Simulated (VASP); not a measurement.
# AlAu (Pm-3m) in VASP: notebook

Runs on AlAu. Level: r2SCAN. Tasks: single point.

Program: VASP 6.6.1. These are calculated values, not measurements. Logs are shortened: lines on timing, memory, paths and dates and some standing lists are left out, and cuts for length are marked.

## 1. The cell of the first run

The structure is cubic, space group Pm-3m (No. 221). Conventional cell: a = 3.280 Å, b = 3.280 Å, c = 3.280 Å, α = 90.00°, β = 90.00°, γ = 90.00°. Al (site symmetry m-3m) has 8 Au at 2.84 Å and 6 Al at 3.28 Å within 3.7 Å. Au (site symmetry m-3m) has 8 Al at 2.84 Å and 6 Au at 3.28 Å within 3.7 Å.

## 2. Single point, r2SCAN

POSCAR reads:

```
AlAu
1.0
    3.2802667568      0.0000000000      0.0000000000
    0.0000000000      3.2802667568      0.0000000000
    0.0000000000      0.0000000000      3.2802667568
Al Au
1 1
Direct
    0.0000000000      0.0000000000      0.0000000000
    0.5000000000      0.5000000000      0.5000000000
```

INCAR.step1 reads:

```
SYSTEM = AlAu
PREC = Accurate
ENCUT = 520
ISMEAR = 0
SIGMA = 0.05
LREAL = .FALSE.
LASPH = .TRUE.
NELM = 100
NBANDS = 14
GGA = PE
ALGO = Normal
EDIFF = 1E-4
LWAVE = .TRUE.
LCHARG = .FALSE.
```

INCAR.step2 reads:

```
SYSTEM = AlAu
PREC = Accurate
ENCUT = 520
EDIFF = 1E-6
ISMEAR = 0
SIGMA = 0.05
LREAL = .FALSE.
LASPH = .TRUE.
NELM = 100
ALGO = Normal
ISIF = 2
LWAVE = .FALSE.
LCHARG = .TRUE.
METAGGA = R2SCAN
LMIXTAU = .TRUE.
LELF = .TRUE.
LVHAR = .TRUE.
NBANDS = 14
ISTART = 1
```

KPOINTS reads:

```
Automatic mesh
0
G
  9 9 9
  0 0 0
```

Potentials or basis: VASP PAW PBE potentials, release 64 (Al, Au).

Started as:

```bash
$ cat potpaw_PBE.64/Al/POTCAR potpaw_PBE.64/Au/POTCAR > POTCAR
$ cp INCAR.step1 INCAR
$ mpirun -np 1 vasp_std > vasp.out
$ cp INCAR.step2 INCAR
$ mpirun -np 1 vasp_std > vasp.out
```

OUTCAR:

```text
SYSTEM = AlAu
   PREC = Accurate
   ENCUT = 520
   EDIFF = 1E-6
   ISMEAR = 0
   LREAL = .FALSE.
   LASPH = .TRUE.
   NELM = 100
   ISIF = 2
   METAGGA = R2SCAN
   ISTART = 1

 ion  position               nearest neighbor table
   1  0.000  0.000  0.000-   2 2.84   2 2.84   2 2.84   2 2.84   2 2.84   2 2.84   2 2.84   2 2.84

   2  0.500  0.500  0.500-   1 2.84   1 2.84   1 2.84   1 2.84   1 2.84   1 2.84   1 2.84   1 2.84

  LATTYP: Found a simple cubic cell.
 ALAT       =     3.2802667568

  Lattice vectors:

 A1 = (   3.2802667568,   0.0000000000,   0.0000000000)
 A2 = (   0.0000000000,   3.2802667568,   0.0000000000)
 A3 = (   0.0000000000,   0.0000000000,   3.2802667568)

Analysis of symmetry for initial positions (statically):
=====================================================================
 Subroutine PRICEL returns:
 Original cell was already a primitive cell.

 Routine SETGRP: Setting up the symmetry group for a
 simple cubic supercell.

 Subroutine GETGRP returns: Found 48 space group operations
 (whereof 48 operations were pure point group operations)
 out of a pool of 48 trial point group operations.

The static configuration has the point symmetry O_h .

Analysis of symmetry for dynamics (positions and initial velocities):
=====================================================================
 Subroutine PRICEL returns:
 Original cell was already a primitive cell.

 Routine SETGRP: Setting up the symmetry group for a
 simple cubic supercell.

 Subroutine GETGRP returns: Found 48 space group operations
 (whereof 48 operations were pure point group operations)
 out of a pool of 48 trial point group operations.

The dynamic configuration has the point symmetry O_h .

 Subroutine INISYM returns: Found 48 space group operations
 (whereof 48 operations are pure point group operations),
 and found     1 'primitive' translations

----------------------------------------------------------------------------------------

                                     Primitive cell

  volume of cell :      35.2962

  direct lattice vectors                    reciprocal lattice vectors
     3.280266757  0.000000000  0.000000000     0.304853256  0.000000000  0.000000000
     0.000000000  3.280266757  0.000000000     0.000000000  0.304853256  0.000000000
     0.000000000  0.000000000  3.280266757     0.000000000  0.000000000  0.304853256

  length of vectors
     3.280266757  3.280266757  3.280266757     0.304853256  0.304853256  0.304853256

  position of ions in fractional coordinates (direct lattice)
     0.000000000  0.000000000  0.000000000
     0.500000000  0.500000000  0.500000000

  ion indices of the primitive-cell ions
   primitive index   ion index
                 1           1
                 2           2

----------------------------------------------------------------------------------------

 KPOINTS: Automatic mesh

Automatic generation of k-mesh.
 Grid dimensions read from file:
 generate k-points for:    9    9    9

 Generating k-lattice:

  Cartesian coordinates                     Fractional coordinates (reciprocal lattice)
     0.033872584  0.000000000  0.000000000     0.111111111  0.000000000  0.000000000
     0.000000000  0.033872584  0.000000000     0.000000000  0.111111111  0.000000000
     0.000000000  0.000000000  0.033872584     0.000000000  0.000000000  0.111111111

  Length of vectors
     0.033872584  0.033872584  0.033872584

  Shift w.r.t. Gamma in fractional coordinates (k-lattice)
     0.000000000  0.000000000  0.000000000

 Subroutine IBZKPT returns following result:
 ===========================================

 Found     35 irreducible k-points:

 Following reciprocal coordinates:
            Coordinates               Weight
  0.000000  0.000000  0.000000      1.000000
  0.111111  0.000000  0.000000      6.000000
  0.222222  0.000000  0.000000      6.000000
  0.333333  0.000000  0.000000      6.000000
  0.444444  0.000000  0.000000      6.000000
  0.111111  0.111111  0.000000     12.000000
[... 16 lines left out ...]
  0.333333  0.333333  0.111111     24.000000
  0.444444  0.333333  0.111111     48.000000
 [... further k-points ...]
   k-points           NKPTS =     35   k-points in BZ     NKDIM =     35   number of bands    NBANDS=     14
   number of dos      NEDOS =    301   number of ions     NIONS =      2
   total plane-waves  NPLWV =  13824
   dimension x,y,z NGX =    24 NGY =   24 NGZ =   24
   dimension x,y,z NGXF=    48 NGYF=   48 NGZF=   48
   ions per type =               1   1
   NGX,Y,Z   is equivalent  to a cutoff of  12.16, 12.16, 12.16 a.u.
   NGXF,Y,Z  is equivalent  to a cutoff of  24.33, 24.33, 24.33 a.u.
 SYSTEM =  AlAu
   PREC   = accura    normal or accurate (medium, high low for compatibility)
   ISTART =      1    job   : 0-new  1-cont  2-samecut
   ICHARG =      0    charge: 1-file 2-atom 10-const
   ISPIN  =      1    spin polarized calculation?
   LNONCOLLINEAR =      F non collinear calculations
   LSORBIT =      F    spin-orbit coupling
   LASPH  =      T    aspherical Exc in radial PAW
   ENCUT  =  520.0 eV  38.22 Ry    6.18 a.u.   6.10  6.10  6.10*2*pi/ulx,y,z
   NELM   =    100;   NELMIN=  2; NELMDL=  0     # of ELM steps
   EDIFF  = 0.1E-05   stopping-criterion for ELM
   LREAL  =      F    real-space projection
   EDIFFG = 0.1E-04   stopping-criterion for IOM
   NSW    =      0    number of steps for IOM
   IBRION =     -1    ionic relax: 0-MD 1-quasi-New 2-CG
   NFREE  =      0    steps in history (QN), initial steepest desc. (CG)
   ISIF   =      2    stress and relaxation
   ISYM   =      2    0-nonsym 1-usesym 2-fastsym
   POTIM  = 0.5000    time-step for ionic-motion
   TEBEG  =    0.0;   TEEND  =   0.0 temperature during run
   PSTRESS=    0.0 pullay stress
   NELECT =      14.0000    total number of electrons
   NUPDOWN=      -1.0000    fix difference up-down
   EMIN   =  10.00;   EMAX   =-10.00  energy-range for DOS
   EFERMI =   0.00;   METHOD = LEGACY
   ISMEAR =     0;   SIGMA  =   0.05  broadening in eV -4-tet -1-fermi 0-gaus
   EFERMI_NEDOS =   21; number of points for ismear=-14 and -15
   IALGO  =     38    algorithm
   IMIX   =      4    mixing-type and parameters
     AMIX     =   0.40;   BMIX     =  1.00
     AMIX_MAG =   1.60;   BMIX_MAG =  1.00
  volume/ion in A,a.u.               =      17.65       119.10
  Fermi-wavevector in a.u.,A,eV,Ry     =   1.202841  2.273041 19.685280  1.446827
  Thomas-Fermi vector in A             =   2.338611
   LORBIT       =      0    0 simple, 1 ext, 2 COOP (PROOUT), +10 PAW based schemes
   METAGGA = R2SCAN    functional components
   LHFCALC =     F    Hartree Fock is set to
   AEXX    =    0.0000 exact exchange contribution
   IVDW    =     0    specifies the selected vdW correction
   LEPSILON=     F    determine dielectric tensor
   LRPA    =     F    only Hartree local field effects (RPA)
 non-spin polarized calculation
 Gauss-broadening in eV      SIGMA  =   0.05
  energy-cutoff  :      520.00
  volume of cell :       35.30
 maximum number of plane-waves:       963
   NGX = 13   NGY = 13   NGZ = 13

 number of electron      13.9999995 magnetization

 Free energy of the ion-electron system (eV)
  ---------------------------------------------------
  ext. energy  EPLUGINS =         0.00000000
  ---------------------------------------------------
  free energy    TOTEN  =       -57.69682718 eV

  energy without entropy =      -57.69585130  energy(sigma->0) =      -57.69633924

 E-fermi :   8.7445     XC(G=0): -12.1727

 val. band max:        8.7343273320   @ k =   0.3333   0.3333   0.1111
 cond. band min:       8.8090587183   @ k =   0.4444   0.4444   0.4444
 fundamental gap:      0.0747313864
 Fermi energy:         8.7444753422

 k-point     1 :       0.0000    0.0000    0.0000
  band No.  band energies     occupation
      1      -2.6450      2.00000
      2       2.2526      2.00000
      3       2.2526      2.00000
      4       4.0319      2.00000
      5       4.0319      2.00000
      6       4.0319      2.00000
      7      11.7788      0.00000
      8      11.7788      0.00000
      9      11.7788      0.00000
     10      15.6551      0.00000
     11      16.3408      0.00000
     12      16.3408      0.00000
     13      26.2020      0.00000
     14      26.2020      0.00000

 k-point     2 :       0.1111    0.0000    0.0000
  band No.  band energies     occupation
      1      -2.4410      2.00000
      2       2.2905      2.00000
      3       2.3214      2.00000
      4       3.9164      2.00000
      5       3.9164      2.00000
      6       4.0443      2.00000
      7      10.3329      0.00000
      8      12.0883      0.00000
      9      12.0883      0.00000
     10      16.0168      0.00000
     11      16.1673      0.00000
     12      17.8208      0.00000
     13      24.0922      0.00000
     14      24.0922      0.00000

 k-point     3 :       0.2222    0.0000    0.0000
  band No.  band energies     occupation
      1      -1.8445      2.00000
      2       2.3888      2.00000
      3       2.4558      2.00000
      4       3.6466      2.00000
      5       3.6466      2.00000
      6       4.0759      2.00000
      7       8.1313      2.00000
      8      12.9411      0.00000
      9      12.9411      0.00000
     10      15.7339      0.00000
     11      16.3650      0.00000
     12      20.7685      0.00000
     13      21.7262      0.00000
     14      21.7262      0.00000
[... 324 lines left out ...]
 k-point    23 :       0.3333    0.3333    0.1111
  band No.  band energies     occupation
      1       0.5333      2.00000
      2       2.1635      2.00000
      3       3.1098      2.00000
      4       3.2075      2.00000
      5       3.7502      2.00000
      6       3.7544      2.00000
      7       7.5709      2.00000
      8       8.7343      1.22591
      9      12.8809      0.00000
     10      14.1124      0.00000
     11      18.0867      0.00000
     12      19.3630      0.00000
     13      19.7621      0.00000
     14      24.2451      0.00000

 k-point    24 :       0.4444    0.3333    0.1111
  band No.  band energies     occupation
      1       0.9408      2.00000
      2       2.1439      2.00000
      3       2.9803      2.00000
      4       3.2197      2.00000
      5       3.8119      2.00000
      6       4.6624      2.00000
      7       6.1083      2.00000
      8       9.4807      0.00000
      9      11.1819      0.00000
     10      14.8697      0.00000
     11      17.3148      0.00000
     12      18.9699      0.00000
     13      21.0087      0.00000
     14      22.7478      0.00000

 [... further k-points ...]
[... 5 lines left out ...]
  --------------------------------------------------------------------------------------
  -------------------------------------------------------------------------------------
  Total       -2.2373016     -2.2373016     -2.2373016     -0.0000000     -0.0000000     -0.0000000
  in kB     -101.5564775   -101.5564775   -101.5564775     -0.0000000     -0.0000000     -0.0000000
  external PRESSURE =    -101.5564775 kB  Pullay stress =       0.0000000 kB

 VOLUME and BASIS-vectors are now :
 -----------------------------------------------------------------------------
  energy-cutoff  :      520.00
  volume of cell :       35.30
      direct lattice vectors                 reciprocal lattice vectors
     3.280266757  0.000000000  0.000000000     0.304853256  0.000000000  0.000000000
     0.000000000  3.280266757  0.000000000     0.000000000  0.304853256  0.000000000
     0.000000000  0.000000000  3.280266757     0.000000000  0.000000000  0.304853256

 POSITION                                       TOTAL-FORCE (eV/Angst)
 -----------------------------------------------------------------------------------
      0.00000      0.00000      0.00000         0.000000      0.000000      0.000000
      1.64013      1.64013      1.64013         0.000000      0.000000      0.000000
 -----------------------------------------------------------------------------------
    total drift:                                0.000000     -0.000000     -0.000000

  FREE ENERGIE OF THE ION-ELECTRON SYSTEM (eV)
  ---------------------------------------------------
  free  energy   TOTEN  =       -57.6968271783 eV

  energy  without entropy=      -57.6958512953  energy(sigma->0) =      -57.69633924
```

It took 28 s on 1 thread of Intel Xeon Platinum 8124M at 3.00GHz (Skylake/Cascade Lake), shared host; peak memory 0.15 GiB.

Results:

| Property | Result |
| --- | --- |
| Free energy | -57.6968 eV |
| Pressure | -10.2 GPa |
| Band gap on the k mesh | zero (band 7 reaches 11.78 eV, above the bottom of band 8 at 7.92 eV) |

Caveat: the PAW data sets were made with another functional, which shifts forces and pressure a little; spin-orbit coupling is left out, which moves the levels of the heavy elements.

## 3. Single point, r2SCAN

This run uses another cell than the first one, of 18.09 Å³/atom, 1.025 times its volume.

POSCAR reads:

```
AlAu
1.0
    3.3077179641      0.0000000000      0.0000000000
    0.0000000000      3.3077179641      0.0000000000
    0.0000000000      0.0000000000      3.3077179641
Al Au
1 1
Direct
    0.0000000000      0.0000000000      0.0000000000
    0.5000000000      0.5000000000      0.5000000000
```

INCAR.step1 reads:

```
PREC = Accurate ; ENCUT = 520
ISMEAR = 0 ; SIGMA = 0.05
LREAL = F ; LASPH = T
NELM = 60 ; NBANDS = 14
GGA = PE ; ALGO = Normal
EDIFF = 1E-4 ; LWAVE = T
LCHARG = F
```

INCAR.step2 reads:

```
PREC = Accurate ; ENCUT = 520
EDIFF = 1E-7 ; ISMEAR = 0
SIGMA = 0.05 ; LREAL = F
LASPH = T ; NELM = 60
ALGO = Normal ; ISIF = 2
LWAVE = F ; LCHARG = F
METAGGA = R2SCAN ; LMIXTAU = T
NBANDS = 14 ; ISTART = 1
```

KPOINTS reads:

```
regular mesh
0
Gamma
  9 9 9
```

Potentials or basis: VASP PAW PBE potentials, release 64 (Al, Au).

Started as:

```bash
$ cat potpaw_PBE.64/Al/POTCAR potpaw_PBE.64/Au/POTCAR > POTCAR
$ cp INCAR.step1 INCAR
$ mpirun -np 1 vasp_std > vasp.out
$ cp INCAR.step2 INCAR
$ mpirun -np 1 vasp_std > vasp.out
```

It took 62 s on 1 thread of Intel Xeon Platinum 8124M at 3.00GHz (Skylake/Cascade Lake), shared host; peak memory 0.17 GiB.

Results (log left out):

```yaml
Free_energy: -57.6351 eV
Pressure: -12.0 GPa
Band_gap_on_the_k_mesh: zero (band 7 reaches 11.42 eV, above the bottom of band 8 at 7.58 eV)
```

Levels at points of the mesh, in eV from the Fermi level:
```tsv
k point	band 5	band 6	band 7	band 8	band 9	band 10
(0.00, 0.00, 0.00)	-4.57	-4.57	3.07	3.07	3.07	6.68
```

Caveat: the PAW data sets were made with another functional, which shifts forces and pressure a little; spin-orbit coupling is left out, which moves the levels of the heavy elements.
